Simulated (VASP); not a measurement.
A run of VASP 6.6.1 is set up as follows.

File INCAR:

```
ALGO = Normal
EDIFF = 1E-6
ENCUT = 520
GGA = PS
ISIF = 2
ISMEAR = 0
LASPH = T
LCHARG = F
LREAL = F
LWAVE = F
NBANDS = 35
NELM = 80
PREC = Accurate
SIGMA = 0.05
```

File KPOINTS:

```
k-points
0
Gamma
  12 12 2
```

The input POSCAR:

```
WS2
1.0
    3.3559250626      0.0000000000      0.0000000000
   -1.6779625313      2.9063163574      0.0000000000
    0.0000000000      0.0000000000     23.2011879202
W S
2 4
Direct
    0.3333333333      0.6666666667      0.6345659624
    0.6666666667      0.3333333333      0.3654340376
    0.3333333333      0.6666666667      0.2989660749
    0.6666666667      0.3333333333      0.5680485953
    0.3333333333      0.6666666667      0.4319514047
    0.6666666667      0.3333333333      0.7010339251
```

Potentials or basis: VASP PAW PBE potentials, release 64 (W_sv, S).

Run with:

```console
$ cat potpaw_PBE.64/W_sv/POTCAR potpaw_PBE.64/S/POTCAR > POTCAR
$ mpirun -np 1 vasp_std > vasp.out
```

**Question.** Predict the largest force.

**Answer.** 0.809 eV/Å.

**Question.** Predict the band gap on the k mesh.

**Answer.** 0.56 eV (least direct gap 1.26 eV).

Forces in eV/Å, atoms in the order of the input:
```
W    0.000  0.000  0.004
W    0.000  0.000 -0.004
S    0.000  0.000  0.809
S    0.000  0.000  0.807
S    0.000  0.000 -0.807
S    0.000  0.000 -0.809
```

Caveat: the PAW data sets were made with another functional, which shifts forces and pressure a little; spin-orbit coupling is left out, which moves the levels of the heavy elements.
